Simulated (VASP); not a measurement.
Here is a VASP 6.6.1 calculation.

Contents of INCAR:

```
SYSTEM = Si3Sn
PREC = Accurate
ENCUT = 520
EDIFF = 1E-6
ISMEAR = 0
SIGMA = 0.01
LREAL = .False.
LASPH = .True.
NELM = 60
ALGO = Normal
ISIF = 2
LWAVE = .False.
LCHARG = .True.
GGA = PE
LELF = .True.
LVHAR = .True.
NBANDS = 21
```

Contents of KPOINTS:

```
regular mesh
0
Gamma
  6 6 4
  0 0 0
```

Contents of POSCAR:

```
Si3Sn
1.0
    3.9819781552      0.0000000000      0.0000000000
    0.0000000000      3.9819781552      0.0000000000
    0.0000000000      0.0000000000      5.6654778826
Si Sn
3 1
Direct
    0.5000000000      0.0000000000      0.7754124099
    0.5000000000      0.5000000000      0.0000000000
    0.0000000000      0.5000000000      0.2245875901
    0.0000000000      0.0000000000      0.5000000000
```

Potentials or basis: VASP PAW PBE potentials, release 64 (Si, Sn_d).

Launch:

```sh
$ cat potpaw_PBE.64/Si/POTCAR potpaw_PBE.64/Sn_d/POTCAR > POTCAR
$ mpirun -np 1 vasp_std > vasp.out
```

Problem. What does it give for the pressure?

Solution. 4.9 GPa.

Problem. What does it give for the largest force?

Solution. 0.072 eV/Å.

Problem. Predict the band gap on the k mesh.

Solution. 0.13 eV (least direct gap 0.45 eV).

Forces on the atoms (eV/Å):
```
Si   0.000  0.000  0.072
Si   0.000  0.000  0.000
Si   0.000  0.000 -0.072
Sn   0.000  0.000  0.000
```

Caveat: the cell stands under pressure; spin-orbit coupling is left out, which moves the levels of the heavy elements. A k mesh can miss the band edges.
